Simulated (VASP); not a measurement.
The system is AlN.

```
Al N
1.0
     2.99600    0.00000    0.00000
    -1.49800    2.59461    0.00000
     0.00000    0.00000    5.33910
Al N
2 2
Cartesian
  0.0000 1.7297 0.0081
  1.4980 0.8649 2.6777
  0.0000 1.7297 2.0474
  1.4980 0.8649 4.7170
```

```yaml
Program: VASP 6.6.1
Task: relaxation of the atoms
Functional: LDA
Potentials_or_basis: VASP PAW LDA potentials, release 64 (Al, N)
Cutoff: 520 eV
k_mesh: 9 × 9 × 6
Occupations: gaussian, width 0.05 eV
Spin: no spin polarisation
```

At the start: pressure 1.2 GPa; volume 10.38 Å³/atom.

**Question.** Where does the relaxation end?

**Answer.** Over 3 steps the energy falls by 16.5 meV/atom; space group P6_3mc (No. 186, to 0.1 Å) before and after.

The path:
```tsv
step	energy change (eV)	largest force (eV/Å)	pressure (GPa)
1	0.0000	0.7766	1.17
2	-0.0657	0.0567	-1.44
3	-0.0660	0.0005	-1.58
```

Final structure:
```cif
data_structure
_symmetry_space_group_name_H-M 'P 1'
_symmetry_Int_Tables_number 1
_cell_length_a 2.9960
_cell_length_b 2.9960
_cell_length_c 5.3391
_cell_angle_alpha 90.000
_cell_angle_beta 90.000
_cell_angle_gamma 120.000
_cell_volume 41.50
loop_
_atom_site_label
_atom_site_type_symbol
_atom_site_fract_x
_atom_site_fract_y
_atom_site_fract_z
_atom_site_occupancy
Al1 Al 0.33333 0.66667 0.00900 1
Al2 Al 0.66667 0.33333 0.50900 1
N1 N 0.33333 0.66667 0.37600 1
N2 N 0.66667 0.33333 0.87600 1
```
